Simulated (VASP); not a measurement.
Wanted: the native input for a VASP 6.6.1 run.

```yaml
Task: single point
Functional: PBEsol
Potentials_or_basis: VASP PAW PBE potentials, release 64 (Pb_d, Se)
Cutoff: 520 eV
k_mesh: 6 × 6 × 6
Occupations: methfessel-paxton, width 0.1 eV
Spin: no spin polarisation
Dipole_correction: no
Further_INCAR_settings: ALGO = Normal; EDIFF = 1e-06; NBANDS = 17
```

The structure of PbSe lies in POSCAR:

```
PbSe
1.0
    3.7843220000      0.0000000000      0.0000000000
    0.0000000000      3.7843220000      0.0000000000
    0.0000000000      0.0000000000      3.7843220000
Pb Se
1 1
Direct
    0.0000000000      0.0000000000      0.0000000000
    0.5000000000      0.5000000000      0.5000000000
```

One way to write it, as run:

INCAR

```
SYSTEM = PbSe
ALGO = Normal
EDIFF = 1E-6
ENCUT = 520
GGA = PS
ISIF = 2
ISMEAR = 1
LASPH = .TRUE.
LCHARG = .TRUE.
LELF = .TRUE.
LREAL = .FALSE.
LVHAR = .TRUE.
LWAVE = .FALSE.
NBANDS = 17
NELM = 100
PREC = Accurate
SIGMA = 0.1
```

KPOINTS

```
k-points
0
G
  6 6 6
  0 0 0
```

Potentials or basis: VASP PAW PBE potentials, release 64 (Pb_d, Se).

Launch:

```sh
$ cat potpaw_PBE.64/Pb_d/POTCAR potpaw_PBE.64/Se/POTCAR > POTCAR
$ mpirun -np 1 vasp_std > vasp.out
```

Results of the run:

```yaml
Pressure: -3.3 GPa
Band_gap_on_the_k_mesh: zero (band 10 reaches 5.31 eV, above the bottom of band 11 at 4.53 eV)
```

Caveat: the PAW data sets were made with another functional, which shifts forces and pressure a little; spin-orbit coupling is left out, which moves the levels of the heavy elements.

It took 13 s on 1 thread of Intel(R) Xeon(R) Platinum 8488C (Sapphire Rapids), on a shared host, peak memory 0.16 GiB.
